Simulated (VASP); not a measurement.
A run of VASP 6.6.1 is set up as follows.

INCAR

```
SYSTEM = TiCo3
ALGO     = Normal         ! electronic algorithm
EDIFF    = 1E-6           ! SCF threshold, eV
ENCUT    = 520            ! plane-wave cutoff, eV
GGA      = PS             ! functional
ISIF     = 2              ! what is computed and relaxed
ISMEAR   = -1             ! smearing method
LASPH    = .TRUE.         ! aspherical terms in the spheres
LCHARG   = .FALSE.        ! write CHGCAR
LREAL    = .FALSE.        ! projectors in reciprocal space
LWAVE    = .FALSE.        ! write WAVECAR
NBANDS   = 28             ! bands
NELM     = 80             ! most SCF steps
PREC     = Accurate       ! precision mode
SIGMA    = 0.05           ! smearing width, eV
```

File KPOINTS:

```
k-points
0
G
  10 10 10
  0 0 0
```

POSCAR

```
TiCo3
1.0
    3.3424208696      0.0000000000      0.0000000000
    0.0000000000      3.3424208696      0.0000000000
    0.0000000000      0.0000000000      3.3424208696
Ti Co
1 3
Direct
    0.0000000000      0.0000000000      0.0000000000
    0.0000000000      0.5000000000      0.5000000000
    0.5000000000      0.0000000000      0.5000000000
    0.5000000000      0.5000000000      0.0000000000
```

Potentials or basis: VASP PAW PBE potentials, release 64 (Ti_sv, Co).

Launch:

```bash
$ cat potpaw_PBE.64/Ti_sv/POTCAR potpaw_PBE.64/Co/POTCAR > POTCAR
$ mpirun -np 1 vasp_std > vasp.out
```

Predict the pressure.

53.7 GPa.

Predict the band gap on the k mesh.

zero (an odd number of electrons rules out a gap without spin polarisation).

Caveat: the cell stands under pressure; the PAW data sets were made with another functional, which shifts forces and pressure a little; the run has no spin polarisation, though such a crystal can be magnetic. Spin polarisation is off, so any magnetic state and its effect on volume and gap are missing.
